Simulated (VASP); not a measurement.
# MgI2 (P-3m1) in VASP: a series of runs

Runs on MgI2. Level: LDA. Tasks: single point.

Program: VASP 6.6.1. These are calculated values, not measurements. Logs are shortened: lines on timing, memory, paths and dates and some standing lists are left out, and cuts for length are marked.

### 1 The cell of the first run

It takes space group P-3m1 (No. 164, trigonal). The conventional cell has a = 4.113 Å, b = 4.113 Å, c = 6.747 Å, α = 90.00°, β = 90.00°, γ = 120.00°. Within 3.8 Å of Mg (site symmetry -3m) lie 6 I at 2.85 Å. Within 4.4 Å of I (site symmetry 3m) lie 3 Mg at 2.85 Å and 12 I at 3.94 to 4.32 Å.

### 2 Single point, LDA (atoms shifted along a free coordinate)

Contents of INCAR:

```
SYSTEM = MgI2
  ALGO = Normal
  EDIFF = 1E-6
  ENCUT = 520
  ISIF = 2
  ISMEAR = 0
  LASPH = .TRUE.
  LCHARG = .FALSE.
  LREAL = .FALSE.
  LWAVE = .FALSE.
  NBANDS = 15
  NELM = 100
  PREC = Accurate
  SIGMA = 0.05
```

Contents of KPOINTS:

```
k-points
0
G
  6 6 4
  0 0 0
```

Contents of POSCAR:

```
MgI2
1.0
    4.1134023628      0.0000000000      0.0000000000
   -2.0567011814      3.5623109422      0.0000000000
    0.0000000000      0.0000000000      6.7474938499
Mg I
1 2
Direct
    0.0000000000      0.0000000000      0.0000000000
    0.3333333333      0.6666666667      0.7672995888
    0.6666666667      0.3333333333      0.2327004112
```

Potentials or basis: VASP PAW LDA potentials, release 64 (Mg, I).

Started as:

```
cat potpaw_LDA.64/Mg/POTCAR potpaw_LDA.64/I/POTCAR > POTCAR
mpirun -np 1 vasp_std > vasp.out
```

OUTCAR:

```text
SYSTEM = MgI2
   EDIFF = 1E-6
   ENCUT = 520
   ISIF = 2
   ISMEAR = 0
   LASPH = .TRUE.
   LREAL = .FALSE.
   NELM = 100
   PREC = Accurate

 ion  position               nearest neighbor table
   1  0.000  0.000  0.000-   2 2.85   3 2.85   3 2.85   2 2.85   3 2.85   2 2.85
   2  0.333  0.667  0.767-   1 2.85   1 2.85   1 2.85
   3  0.667  0.333  0.233-   1 2.85   1 2.85   1 2.85

  LATTYP: Found a hexagonal cell.
 ALAT       =     4.1134023628
 C/A-ratio  =     1.6403680590

  Lattice vectors:

 A1 = (   4.1134023628,   0.0000000000,   0.0000000000)
 A2 = (  -2.0567011814,   3.5623109422,   0.0000000000)
 A3 = (   0.0000000000,   0.0000000000,   6.7474938499)

Analysis of symmetry for initial positions (statically):
=====================================================================
 Subroutine PRICEL returns:
 Original cell was already a primitive cell.

 Routine SETGRP: Setting up the symmetry group for a
 hexagonal supercell.

 Subroutine GETGRP returns: Found 12 space group operations
 (whereof 12 operations were pure point group operations)
 out of a pool of 24 trial point group operations.

The static configuration has the point symmetry D_3d.

Analysis of symmetry for dynamics (positions and initial velocities):
=====================================================================
 Subroutine PRICEL returns:
 Original cell was already a primitive cell.

 Routine SETGRP: Setting up the symmetry group for a
 hexagonal supercell.

 Subroutine GETGRP returns: Found 12 space group operations
 (whereof 12 operations were pure point group operations)
 out of a pool of 24 trial point group operations.

The dynamic configuration has the point symmetry D_3d.

 Subroutine INISYM returns: Found 12 space group operations
 (whereof 12 operations are pure point group operations),
 and found     1 'primitive' translations

----------------------------------------------------------------------------------------

                                     Primitive cell

  volume of cell :      98.8725

  direct lattice vectors                    reciprocal lattice vectors
     4.113402363  0.000000000  0.000000000     0.243107752  0.140358326  0.000000000
    -2.056701181  3.562310942  0.000000000     0.000000000  0.280716652  0.000000000
     0.000000000  0.000000000  6.747493850     0.000000000  0.000000000  0.148203173

  length of vectors
     4.113402363  4.113402363  6.747493850     0.280716652  0.280716652  0.148203173

  position of ions in fractional coordinates (direct lattice)
     0.000000000  0.000000000  0.000000000
     0.333333333  0.666666667  0.767299589
[... 92 lines left out ...]
   EFERMI =   0.00;   METHOD = LEGACY
   ISMEAR =     0;   SIGMA  =   0.05  broadening in eV -4-tet -1-fermi 0-gaus
   EFERMI_NEDOS =   21; number of points for ismear=-14 and -15
   IALGO  =     38    algorithm
   IMIX   =      4    mixing-type and parameters
     AMIX     =   0.40;   BMIX     =  1.00
     AMIX_MAG =   1.60;   BMIX_MAG =  1.00
  volume/ion in A,a.u.               =      32.96       222.41
  Fermi-wavevector in a.u.,A,eV,Ry     =   0.892119  1.685861 10.828564  0.795877
  Thomas-Fermi vector in A             =   2.014027
   LORBIT       =      0    0 simple, 1 ext, 2 COOP (PROOUT), +10 PAW based schemes
   GGA     = CA    functional components
   LHFCALC =     F    Hartree Fock is set to
   AEXX    =    0.0000 exact exchange contribution
   IVDW    =     0    specifies the selected vdW correction
   LEPSILON=     F    determine dielectric tensor
   LRPA    =     F    only Hartree local field effects (RPA)
 non-spin polarized calculation
 Gauss-broadening in eV      SIGMA  =   0.05
  energy-cutoff  :      520.00
  volume of cell :       98.87
 maximum number of plane-waves:      2702
 NGX is ok and might be reduce to    32
   NGX = 15   NGY = 15   NGZ = 25

 number of electron      16.0000001 magnetization

 Free energy of the ion-electron system (eV)
  ---------------------------------------------------
  ext. energy  EPLUGINS =         0.00000000
  ---------------------------------------------------
  free energy    TOTEN  =        -9.05796251 eV

  energy without entropy =       -9.05796251  energy(sigma->0) =       -9.05796251

 E-fermi :   2.7814     XC(G=0):  -8.6642

 val. band max:        2.5700445694   @ k =   0.0000   0.0000   0.0000
 cond. band min:       5.8974458047   @ k =   0.5000   0.0000   0.2500
 fundamental gap:      3.3274012353
 Fermi energy:         2.7813582011

 k-point     1 :       0.0000    0.0000    0.0000
  band No.  band energies     occupation
      1      -9.9099      2.00000
      2      -9.0307      2.00000
      3      -1.2281      2.00000
      4       1.8609      2.00000
      5       1.8609      2.00000
      6       2.3241      2.00000
      7       2.3241      2.00000
      8       2.5700      2.00000
      9       6.1829      0.00000
     10       6.9988      0.00000
     11       8.9818      0.00000
     12       8.9818      0.00000
     13       9.8605      0.00000
     14      10.4511      0.00000
[... 401 lines left out ...]
      2      -8.8920      2.00000
      3      -1.0650      2.00000
      4      -0.5837      2.00000
      5      -0.5837      2.00000
      6       0.1270      2.00000
      7       1.9408      2.00000
      8       1.9408      2.00000
      9       7.5325      0.00000
     10       8.3409      0.00000
     11       8.3409      0.00000
     12       9.7490      0.00000
     13      10.7551      0.00000
     14      10.7974      0.00000
     15      11.0471      0.00000

------------------------ aborting loop because EDIFF is reached ----------------------------------------

  FORCE on cell =-STRESS in cart. coord.  units (eV):
  Direction    XX          YY          ZZ          XY          YZ          ZX
  --------------------------------------------------------------------------------------
  -------------------------------------------------------------------------------------
  Total        0.2006797      0.2006797      0.9852515     -0.0000000      0.0000000      0.0000000
  in kB        3.2519097      3.2519097     15.9654870     -0.0000000      0.0000000      0.0000000
  external PRESSURE =       7.4897688 kB  Pullay stress =       0.0000000 kB

 VOLUME and BASIS-vectors are now :
 -----------------------------------------------------------------------------
  energy-cutoff  :      520.00
  volume of cell :       98.87
      direct lattice vectors                 reciprocal lattice vectors
     4.113402363  0.000000000  0.000000000     0.243107752  0.140358326  0.000000000
    -2.056701181  3.562310942  0.000000000     0.000000000  0.280716652  0.000000000
     0.000000000  0.000000000  6.747493850     0.000000000  0.000000000  0.148203173

 POSITION                                       TOTAL-FORCE (eV/Angst)
 -----------------------------------------------------------------------------------
      0.00000      0.00000      0.00000         0.000000      0.000000      0.000000
     -0.00000      2.37487      5.17735        -0.000000     -0.000000     -0.433873
      2.05670      1.18744      1.57014         0.000000      0.000000      0.433873
 -----------------------------------------------------------------------------------
    total drift:                               -0.000000      0.000000     -0.000000

  FREE ENERGIE OF THE ION-ELECTRON SYSTEM (eV)
  ---------------------------------------------------
  free  energy   TOTEN  =        -9.0579625147 eV

  energy  without entropy=       -9.0579625146  energy(sigma->0) =       -9.05796251
```

OSZICAR:

```text
N       E                     dE             d eps       ncg     rms          rms(c)
DAV:   1     0.757316119664E+02    0.75732E+02   -0.59243E+03   720   0.851E+02
DAV:   2    -0.312950948060E+01   -0.78861E+02   -0.72488E+02   994   0.134E+02
DAV:   3    -0.909684216380E+01   -0.59673E+01   -0.59447E+01   951   0.418E+01
DAV:   4    -0.921011191873E+01   -0.11327E+00   -0.11325E+00  1016   0.684E+00
DAV:   5    -0.921144153419E+01   -0.13296E-02   -0.13296E-02   965   0.697E-01    0.442E+00
DAV:   6    -0.909207288683E+01    0.11937E+00   -0.95127E-02   825   0.151E+00    0.287E+00
DAV:   7    -0.906073804732E+01    0.31335E-01   -0.10017E-01   874   0.152E+00    0.536E-01
DAV:   8    -0.905799069651E+01    0.27474E-02   -0.90644E-03   846   0.504E-01    0.216E-01
DAV:   9    -0.905797434795E+01    0.16349E-04   -0.55797E-04   979   0.133E-01    0.984E-02
DAV:  10    -0.905796297519E+01    0.11373E-04   -0.36045E-05   916   0.371E-02    0.400E-02
DAV:  11    -0.905796251465E+01    0.46054E-06   -0.24859E-06   936   0.101E-02
   1 F= -.90579625E+01 E0= -.90579625E+01  d E =-.342715E-11
```

Wall time 44 s (1 thread of Intel Xeon 8259CL, shared host); peak memory 0.2 GiB.

Results:

```
Free energy            : -9.0580 eV
Pressure               : 0.7 GPa
Largest force          : 0.434 eV/Å
Band gap on the k mesh : 3.33 eV (least direct gap 3.61 eV)
```

Forces in eV/Å, atoms in the order of the input:
```
Mg   0.000  0.000  0.000
I    0.000  0.000 -0.434
I    0.000  0.000  0.434
```

Stress tensor (GPa, compression positive):
```
0.33 0.00 0.00
0.00 0.33 0.00
0.00 0.00 1.60
```

Levels at points of the mesh, in eV from the valence-band top:
```tsv
k point	band 6	band 7	band 8	band 9	band 10	band 11
(0.00, 0.00, 0.00)	-0.25	-0.25	0.00	3.61	4.43	6.41
(0.50, 0.00, 0.00)	-1.73	-1.01	-0.62	3.37	5.15	5.43
(0.00, 0.00, 0.50)	-0.62	-0.33	-0.33	4.50	4.56	6.23
(0.50, 0.00, 0.50)	-1.27	-0.90	-0.84	3.40	5.05	5.49
```

Caveat: the cell differs from its parent crystal (atoms shifted along a free coordinate); spin-orbit coupling is left out, which moves the levels of the heavy elements. A k mesh can miss the band edges.

### 3 Single point, LDA (atoms shifted along a free coordinate)

Contents of INCAR:

```
ALGO = Normal
EDIFF = 1E-6
ENCUT = 520
ISIF = 2
ISMEAR = 0
LASPH = T
LCHARG = F
LREAL = F
LWAVE = F
NBANDS = 15
NELM = 60
PREC = Accurate
SIGMA = 0.05
```

Contents of KPOINTS:

```
k-points
0
Gamma
  6 6 4
```

Contents of POSCAR:

```
MgI2
1.0
    4.1134023628      0.0000000000      0.0000000000
   -2.0567011814      3.5623109422      0.0000000000
    0.0000000000      0.0000000000      6.7474938499
Mg I
1 2
Direct
    0.0000000000      0.0000000000      0.0000000000
    0.3333333333      0.6666666667      0.7523486881
    0.6666666667      0.3333333333      0.2476513119
```

Potentials or basis: VASP PAW LDA potentials, release 64 (Mg, I).

Started as:

```
cat potpaw_LDA.64/Mg/POTCAR potpaw_LDA.64/I/POTCAR > POTCAR
mpirun -np 1 vasp_std > vasp.out
```

Run time: 43 s. Hardware: 1 thread of Intel Xeon 8259CL, shared host; peak memory 0.2 GiB.

The run converged. Its results:

- Free energy: -9.0868 eV
- Pressure: -1.0 GPa
- Largest force: 0.136 eV/Å
- Band gap on the k mesh: 3.31 eV (least direct gap 3.48 eV)

Forces in eV/Å, atoms in the order of the input:
```
Mg   0.000  0.000  0.000
I    0.000  0.000  0.136
I    0.000  0.000 -0.136
```

Levels at points of the mesh, in eV from the valence-band top:
| k point | band 6 | band 7 | band 8 | band 9 | band 10 | band 11 |
| --- | --- | --- | --- | --- | --- | --- |
| (0.00, 0.00, 0.00) | -0.10 | -0.10 | 0.00 | 3.48 | 4.57 | 6.60 |
| (0.50, 0.00, 0.00) | -1.50 | -1.07 | -0.51 | 3.46 | 5.10 | 5.22 |
| (0.00, 0.00, 0.50) | -0.38 | -0.23 | -0.23 | 4.56 | 4.68 | 6.38 |
| (0.50, 0.00, 0.50) | -1.21 | -0.92 | -0.82 | 3.34 | 4.91 | 5.48 |

Caveat: the cell differs from its parent crystal (atoms shifted along a free coordinate); spin-orbit coupling is left out, which moves the levels of the heavy elements. A k mesh can miss the band edges.

### 4 Single point, LDA

This run uses another cell than the first one, of 33.81 Å³/atom.

Contents of INCAR:

```
SYSTEM = MgI2
  ALGO = Normal
  EDIFF = 1E-6
  ENCUT = 520
  ISIF = 2
  ISMEAR = 0
  LASPH = .True.
  LCHARG = .False.
  LREAL = .False.
  LWAVE = .False.
  NBANDS = 15
  NELM = 80
  PREC = Accurate
  SIGMA = 0.05
```

Contents of KPOINTS:

```
k-points
0
Gamma
  6 6 4
  0 0 0
```

Contents of POSCAR:

```
MgI2
1.0
    4.1487106712      0.0000000000      0.0000000000
   -2.0743553356      3.5928888342      0.0000000000
    0.0000000000      0.0000000000      6.8054124713
Mg I
1 2
Direct
    0.0000000000      0.0000000000      0.0000000000
    0.3333333333      0.6666666667      0.7598241385
    0.6666666667      0.3333333333      0.2401758615
```

Potentials or basis: VASP PAW LDA potentials, release 64 (Mg, I).

Started as:

```
cat potpaw_LDA.64/Mg/POTCAR potpaw_LDA.64/I/POTCAR > POTCAR
mpirun -np 1 vasp_std > vasp.out
```

OUTCAR:

```text
SYSTEM = MgI2
   EDIFF = 1E-6
   ENCUT = 520
   ISIF = 2
   ISMEAR = 0
   LASPH = .True.
   LREAL = .False.
   NELM = 80
   PREC = Accurate

 ion  position               nearest neighbor table
   1  0.000  0.000  0.000-   2 2.90   3 2.90   2 2.90   3 2.90   3 2.90   2 2.90
   2  0.333  0.667  0.760-   1 2.90   1 2.90   1 2.90
   3  0.667  0.333  0.240-   1 2.90   1 2.90   1 2.90

  LATTYP: Found a hexagonal cell.
 ALAT       =     4.1487106712
 C/A-ratio  =     1.6403680591

  Lattice vectors:

 A1 = (   4.1487106712,   0.0000000000,   0.0000000000)
 A2 = (  -2.0743553356,   3.5928888342,   0.0000000000)
 A3 = (   0.0000000000,   0.0000000000,   6.8054124713)

Analysis of symmetry for initial positions (statically):
=====================================================================
 Subroutine PRICEL returns:
 Original cell was already a primitive cell.

 Routine SETGRP: Setting up the symmetry group for a
 hexagonal supercell.

 Subroutine GETGRP returns: Found 12 space group operations
 (whereof 12 operations were pure point group operations)
 out of a pool of 24 trial point group operations.

The static configuration has the point symmetry D_3d.

Analysis of symmetry for dynamics (positions and initial velocities):
=====================================================================
 Subroutine PRICEL returns:
 Original cell was already a primitive cell.

 Routine SETGRP: Setting up the symmetry group for a
 hexagonal supercell.

 Subroutine GETGRP returns: Found 12 space group operations
 (whereof 12 operations were pure point group operations)
 out of a pool of 24 trial point group operations.

The dynamic configuration has the point symmetry D_3d.

 Subroutine INISYM returns: Found 12 space group operations
 (whereof 12 operations are pure point group operations),
 and found     1 'primitive' translations

----------------------------------------------------------------------------------------

                                     Primitive cell

[... 123 lines left out ...]
 Gauss-broadening in eV      SIGMA  =   0.05
  energy-cutoff  :      520.00
  volume of cell :      101.44
 maximum number of plane-waves:      2772
 NGX is ok and might be reduce to    32
   NGX = 15   NGY = 15   NGZ = 25

 number of electron      16.0000002 magnetization

 Free energy of the ion-electron system (eV)
  ---------------------------------------------------
  ext. energy  EPLUGINS =         0.00000000
  ---------------------------------------------------
  free energy    TOTEN  =        -9.07766440 eV

  energy without entropy =       -9.07766440  energy(sigma->0) =       -9.07766440

 E-fermi :   2.5250     XC(G=0):  -8.5892

 val. band max:        2.3059513875   @ k =   0.0000   0.0000   0.0000
 cond. band min:       5.6249295857   @ k =   0.5000   0.0000   0.2500
 fundamental gap:      3.3189781983
 Fermi energy:         2.5250418662

 k-point     1 :       0.0000    0.0000    0.0000
  band No.  band energies     occupation
      1      -9.9532      2.00000
      2      -9.1884      2.00000
      3      -1.3762      2.00000
      4       1.7300      2.00000
      5       1.7300      2.00000
      6       2.1393      2.00000
      7       2.1393      2.00000
      8       2.3060      2.00000
      9       5.7530      0.00000
     10       6.8041      0.00000
     11       8.7926      0.00000
     12       8.7926      0.00000
     13       9.6634      0.00000
     14      10.2971      0.00000
[... 401 lines left out ...]
      2      -9.0328      2.00000
      3      -1.0582      2.00000
      4      -0.6392      2.00000
      5      -0.6392      2.00000
      6      -0.0319      2.00000
      7       1.7160      2.00000
      8       1.7160      2.00000
      9       7.0471      0.00000
     10       7.9463      0.00000
     11       7.9463      0.00000
     12       9.4287      0.00000
     13      10.4202      0.00000
     14      10.6675      0.00000
     15      10.8822      0.00000

------------------------ aborting loop because EDIFF is reached ----------------------------------------

  FORCE on cell =-STRESS in cart. coord.  units (eV):
  Direction    XX          YY          ZZ          XY          YZ          ZX
  --------------------------------------------------------------------------------------
  -------------------------------------------------------------------------------------
  Total       -0.7654460     -0.7654460     -0.3211335      0.0000000      0.0000000      0.0000000
  in kB      -12.0896504    -12.0896504     -5.0720646      0.0000000      0.0000000      0.0000000
  external PRESSURE =      -9.7504551 kB  Pullay stress =       0.0000000 kB

 VOLUME and BASIS-vectors are now :
 -----------------------------------------------------------------------------
  energy-cutoff  :      520.00
  volume of cell :      101.44
      direct lattice vectors                 reciprocal lattice vectors
     4.148710671  0.000000000  0.000000000     0.241038742  0.139163782  0.000000000
    -2.074355336  3.592888834  0.000000000     0.000000000  0.278327565  0.000000000
     0.000000000  0.000000000  6.805412471     0.000000000  0.000000000  0.146941865

 POSITION                                       TOTAL-FORCE (eV/Angst)
 -----------------------------------------------------------------------------------
      0.00000      0.00000      0.00000         0.000000      0.000000     -0.000000
     -0.00000      2.39526      5.17092        -0.000000      0.000000     -0.008209
      2.07436      1.19763      1.63450         0.000000      0.000000      0.008209
 -----------------------------------------------------------------------------------
    total drift:                               -0.000000      0.000000     -0.000000

  FREE ENERGIE OF THE ION-ELECTRON SYSTEM (eV)
  ---------------------------------------------------
  free  energy   TOTEN  =        -9.0776643994 eV

  energy  without entropy=       -9.0776643994  energy(sigma->0) =       -9.07766440
```

OSZICAR:

```text
N       E                     dE             d eps       ncg     rms          rms(c)
DAV:   1     0.748559006803E+02    0.74856E+02   -0.58280E+03   720   0.844E+02
DAV:   2    -0.325128328588E+01   -0.78107E+02   -0.70610E+02  1032   0.130E+02
DAV:   3    -0.914024622765E+01   -0.58890E+01   -0.58651E+01   937   0.411E+01
DAV:   4    -0.924800155351E+01   -0.10776E+00   -0.10775E+00  1007   0.668E+00
DAV:   5    -0.924930634502E+01   -0.13048E-02   -0.13048E-02   939   0.680E-01    0.416E+00
DAV:   6    -0.911520754678E+01    0.13410E+00   -0.10023E-01   832   0.159E+00    0.275E+00
DAV:   7    -0.908056234222E+01    0.34645E-01   -0.97988E-02   902   0.152E+00    0.574E-01
DAV:   8    -0.907773202919E+01    0.28303E-02   -0.85141E-03   783   0.500E-01    0.245E-01
DAV:   9    -0.907768628781E+01    0.45741E-04   -0.81109E-04   979   0.154E-01    0.123E-01
DAV:  10    -0.907766481716E+01    0.21471E-04   -0.50763E-05   867   0.440E-02    0.366E-02
DAV:  11    -0.907766439938E+01    0.41779E-06   -0.38574E-06   972   0.116E-02
   1 F= -.90776644E+01 E0= -.90776644E+01  d E =-.898396E-12
```

Wall time 45 s (1 thread of Intel Xeon 8259CL, shared host); peak memory 0.2 GiB.

Results:

* Free energy: -9.0777 eV
* Pressure: -1.0 GPa
* Largest force: 0.008 eV/Å
* Band gap on the k mesh: 3.32 eV (least direct gap 3.45 eV)

Forces in eV/Å, atoms in the order of the input:
```
Mg   0.000  0.000  0.000
I    0.000  0.000 -0.008
I    0.000  0.000  0.008
```

Caveat: spin-orbit coupling is left out, which moves the levels of the heavy elements. A k mesh can miss the band edges.

[end of part 1 of 2]
